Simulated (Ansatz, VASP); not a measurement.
SnS2: VASP beside Ansatz

Contents of INCAR:

```
  ALGO = Normal
  EDIFF = 1E-6
  ENCUT = 500
  GGA = PE
  GGA_COMPAT = F
  ISIF = 2
  ISMEAR = 0
  LASPH = T
  LCHARG = T
  LELF = T
  LREAL = F
  LVHAR = T
  LWAVE = F
  NBANDS = 20
  NELM = 120
  PREC = Accurate
  SIGMA = 0.01
```

The input KPOINTS:

```
k-points
0
Gamma
  5 5 3
```

POSCAR

```
SnS2
1.0
    3.6690757441      0.0000000000      0.0000000000
   -1.8345378720      3.1775123547      0.0000000000
    0.0000000000      0.0000000000      5.9164980671
Sn S
1 2
Direct
    0.0000000000      0.0000000000      0.0000000000
    0.3333333333      0.6666666667      0.2500000000
    0.6666666667      0.3333333333      0.7500000000
```

Input for Ansatz:

```yaml
crystal:
  lattice:
    - [3.6690757440593407, 0.0, 0.0]
    - [-1.8345378720296703, 3.177512354720449, 0.0]
    - [0.0, 0.0, 5.916498067089918]
  atoms:
    - { symbol: Sn, position: [0.0, 0.0, 0.0] }
    - { symbol: S, position: [0.3333333333333333, 0.6666666666666666, 0.25] }
    - { symbol: S, position: [0.6666666666666666, 0.3333333333333333, 0.75] }
basis:
  ecutwfc: 500.0
kpoints:
  mp_grid:
    grid: [5, 5, 3]
hamiltonian:
  xc: pbe
scf:
  occupations:
    method: fixed
output:
  stress: true
```

Alike in both runs: task single point; functional PBE; k mesh 5 × 5 × 3; no spin polarisation.

|  | VASP | Ansatz |
| --- | --- | --- |
| version | VASP 6.6.1 | Ansatz 0.2.0 |
| potentials or method | VASP PAW PBE potentials, release 64 (Sn_d, S), cutoff 500 eV | plane waves, PAW |
| occupations | gaussian, width 0.01 eV | fixed |
| valence electrons in the cell | 26 | 26 |

```csv
,VASP,Ansatz,Ansatz less VASP
pressure (GPa),2.1,2.2,+0.10
"traceless stress, the component that is largest in VASP (GPa)",-0.25,-0.27,-0.026
```
